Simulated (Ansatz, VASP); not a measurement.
## Two plane-wave programs on BPt16

File INCAR:

```
SYSTEM = BPt16
  PREC = Accurate
  ENCUT = 420
  EDIFF = 1E-6
  ISMEAR = 1
  SIGMA = 0.1
  LREAL = .False.
  LASPH = .True.
  NELM = 120
  ALGO = Normal
  ISIF = 2
  LWAVE = .False.
  LCHARG = .False.
  GGA = CA
  NBANDS = 96
  GGA_COMPAT = .False.
```

File KPOINTS:

```
regular mesh
0
Gamma
  3 3 3
  0 0 0
```

Contents of POSCAR:

```
BPt16
1.0
   -3.9695467000      3.9695467000      3.9695467000
    3.9695467000     -3.9695467000      3.9695467000
    3.9695467000      3.9695467000     -3.9695467000
Pt B
16 1
Direct
   -0.0205344100     -0.0239996500     -0.0241260000
    0.0123359700      0.2460002000      0.7493323600
   -0.0104684800      0.4997232400      0.4994516200
    0.0123353800      0.7491486100      0.2454246500
    0.2490475000      0.0090405600      0.7491435900
    0.2473610900      0.2436733300      0.4890894700
    0.2478514200      0.4893259100      0.2439888300
    0.2489247000      0.7491265200      0.0087151600
    0.5028839000     -0.0145854200      0.4992042800
    0.4929501600      0.2436612600      0.2434565200
    0.5029065300      0.4994551100     -0.0147044700
    0.4617064400      0.7554039100      0.7552737100
    0.7531654500      0.0093144400      0.2459090900
    0.7533086500      0.2462964800      0.0088515300
    0.7574032700      0.4574720400      0.7534662400
    0.7581191600      0.7544006000      0.4572561200
    0.6440860800      0.6413244400      0.6405168700
```

Input for Ansatz:

```yaml
crystal:
  lattice:
    - [-3.9695467, 3.9695467, 3.9695467]
    - [3.9695467, -3.9695467, 3.9695467]
    - [3.9695467, 3.9695467, -3.9695467]
  atoms:
    - { symbol: Pt, position: [-0.02053441, -0.02399965, -0.024126] }
    - { symbol: Pt, position: [0.01233597, 0.2460002, 0.74933236] }
    - { symbol: Pt, position: [-0.01046848, 0.49972324, 0.49945162] }
    - { symbol: Pt, position: [0.01233538, 0.74914861, 0.24542465] }
    - { symbol: Pt, position: [0.2490475, 0.00904056, 0.74914359] }
    - { symbol: Pt, position: [0.24736109, 0.24367333, 0.48908947] }
    - { symbol: Pt, position: [0.24785142, 0.48932591, 0.24398883] }
    - { symbol: Pt, position: [0.2489247, 0.74912652, 0.00871516] }
    - { symbol: Pt, position: [0.5028839, -0.01458542, 0.49920428] }
    - { symbol: Pt, position: [0.49295016, 0.24366126, 0.24345652] }
    - { symbol: Pt, position: [0.50290653, 0.49945511, -0.01470447] }
    - { symbol: Pt, position: [0.46170644, 0.75540391, 0.75527371] }
    - { symbol: Pt, position: [0.75316545, 0.00931444, 0.24590909] }
    - { symbol: Pt, position: [0.75330865, 0.24629648, 0.00885153] }
    - { symbol: Pt, position: [0.75740327, 0.45747204, 0.75346624] }
    - { symbol: Pt, position: [0.75811916, 0.7544006, 0.45725612] }
    - { symbol: B, position: [0.64408608, 0.64132444, 0.64051687] }
basis:
  ecutwfc: 420
  xc_grid: 2
hamiltonian:
  xc: lda
  pseudopotentials: { kind: paw, azcp: { folder: soft_1 } }
kpoints:
  mp_grid: { grid: [3, 3, 3] }
scf:
  occupations: { method: methfessel_paxton, width: 0.1 }
  max_iter: 190
output:
  forces: true
  eigenvalues: true
checkpoint:
  write: "../q0.top.lda.run"
  compress: false
  write_wavefunctions: false
  write_every: 100000
```

Alike in both runs: task single point; functional LDA; k mesh 3 × 3 × 3; occupations methfessel-paxton of order 1, width 0.1 eV; no spin polarisation.

|  | VASP | Ansatz |
| --- | --- | --- |
| version | VASP 6.6.1 | Ansatz 0.2.0 |
| potentials or method | VASP PAW LDA potentials, release 64 (Pt, B), cutoff 420 eV | plane-wave PAW DFT |
| valence electrons in the cell | 163 | 291 |

```tsv
	VASP	Ansatz	Ansatz less VASP
rms of the force components (eV/Å)	0.052	0.038	-0.0141
```

Ansatz warns that its potentials were made for another functional, while VASP's fit it. LDA's correlation is that of Perdew and Zunger in VASP and of Perdew and Wang (1992) in Ansatz. Atom by atom the forces differ by 0.020 eV/Å (rms over components). VASP's potentials hold 163 valence electrons a cell and Ansatz's 291, so a difference there can come from the potentials and not from the codes.

The k mesh is coarse, so the values compare programs but aren't converged. Neither program's run includes spin-orbit coupling.
